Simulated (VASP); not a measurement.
Write the native input for VASP 6.6.1 that does the following.

| Quantity | Value |
| --- | --- |
| Task | relaxation of the atoms |
| Functional | LDA |
| Potentials or basis | VASP PAW LDA potentials, release 64 (Al, O) |
| Cutoff | 520 eV |
| k mesh | 5 × 5 × 1 |
| Occupations | gaussian, width 0.1 eV |
| Spin | no spin polarisation |
| Dipole correction | yes |
| Atoms held fixed (from 0) | [0, 1, 2, 3, 4, 5, 6, 7, 8, 9, 10, 11] |
| Further INCAR settings | ALGO = Normal; EDIFF = 1e-07; NELMDL = -8; IBRION = 2; EDIFFG = -0.025; NSW = 36 |
| Atoms held along some axes (from 0) | atom 12 along a and b |

The structure of Al12O lies in POSCAR:

```
Al12O
1.0
    5.6336864732      0.0000000000      0.0000000000
    0.0000000000      5.6336864732      0.0000000000
    0.0000000000      0.0000000000     19.6042971194
Al O
12 1
Selective dynamics
Direct
    0.2500000000      0.2500000000      0.2040368994  F F F
    0.2500000000      0.7500000000      0.2040368994  F F F
    0.7500000000      0.2500000000      0.2040368994  F F F
    0.7500000000      0.7500000000      0.2040368994  F F F
    0.0000000000      0.0000000000      0.3086956408  F F F
    0.0000000000      0.5000000000      0.3086956408  F F F
    0.5000000000      0.0000000000      0.3086956408  F F F
    0.5000000000      0.5000000000      0.3086956408  F F F
    0.2500000000      0.2500000000      0.4133939141  F F F
    0.2500000000      0.7500000000      0.4133939141  F F F
    0.7500000000      0.2500000000      0.4133939141  F F F
    0.7500000000      0.7500000000      0.4133939141  F F F
    0.2500000000      0.5000000000      0.4621051787  F F T
```

The input as run:

INCAR

```
SYSTEM = Al12O
PREC = Accurate
ENCUT = 520
EDIFF = 1E-7
ISMEAR = 0
SIGMA = 0.1
LREAL = .False.
LASPH = .True.
NELM = 120
ALGO = Normal
ISIF = 2
LWAVE = .False.
LCHARG = .False.
LDIPOL = .True.
IDIPOL = 3
DIPOL = 0.5 0.5 0.321
GGA = CA
IBRION = 2
NSW = 36
EDIFFG = -0.025
GGA_COMPAT = .False.
NELMIN = 4
NELMDL = -8
KPAR = 4
```

KPOINTS

```
Automatic mesh
0
Gamma
  5 5 1
  0 0 0
```

Potentials or basis: VASP PAW LDA potentials, release 64 (Al, O).

The run is started by

```sh
$ cat potpaw_LDA.64/Al/POTCAR potpaw_LDA.64/O/POTCAR > POTCAR
$ mpirun -np 4 vasp_std > vasp.out
```

It gave:

```
Energy gained by relaxing : 2.4 meV/atom
Ionic steps               : 3
Band gap on the k mesh    : zero (bands 21 and 22 overlap by 0.79 eV)
```

It took 2.5 min on 4 MPI ranks on AMD EPYC 9R45 96-Core Processor (Zen 5), on a shared host, peak memory 0.5 GiB a rank.
